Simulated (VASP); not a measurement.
Input of a VASP 6.6.1 run:

INCAR

```
PREC     = Accurate       # precision mode
ENCUT    = 600            # plane-wave cutoff, eV
EDIFF    = 1E-7           # SCF threshold, eV
ISMEAR   = 0              # smearing method
SIGMA    = 0.1            # smearing width, eV
LREAL    = False          # projectors in reciprocal space
LASPH    = True           # aspherical terms in the spheres
NELM     = 60             # most SCF steps
ALGO     = Normal         # electronic algorithm
ISIF     = 3              # what is computed and relaxed
LWAVE    = False          # write WAVECAR
LCHARG   = False          # write CHGCAR
GGA      = PE             # functional
IBRION   = 2              # ionic algorithm
NSW      = 90             # ionic steps
EDIFFG   = -0.04          # ionic threshold
```

Contents of KPOINTS:

```
regular mesh
0
Gamma
  6 6 2
```

File POSCAR:

```
TlGe
1.0
    3.7277655400      0.0000000000      0.0000000000
    0.0000000000      3.7277655400      0.0000000000
    0.0000000000      0.0000000000      7.8992791392
Tl Ge
2 2
Direct
    0.0000000000      0.5000000000      0.3448827686
    0.5000000000      0.0000000000      0.6551172314
    0.0000000000      0.0000000000      0.0000000000
    0.5000000000      0.5000000000      0.0000000000
```

Potentials or basis: VASP PAW PBE potentials, release 64 (Tl_d, Ge_d).

Run with:

```sh
$ cat potpaw_PBE.64/Tl_d/POTCAR potpaw_PBE.64/Ge_d/POTCAR > POTCAR
$ mpirun -np 1 vasp_std > vasp.out
```

(1) What does it give for the band gap on the k mesh?

(2) What does it give for the relaxed volume?

(3) What does it give for the space group after relaxing (to 0.1 Å)?

Answers

(1) zero (bands 27 and 28 overlap by 2.85 eV).

(2) 28.26 Å³/atom.

(3) P4/nmm (No. 129).

Caveat: the k points lie up to 0.39 Å⁻¹ apart in the final cell, too coarse for converged energies and pressures of a metal; spin-orbit coupling is left out, which moves the levels of the heavy elements.
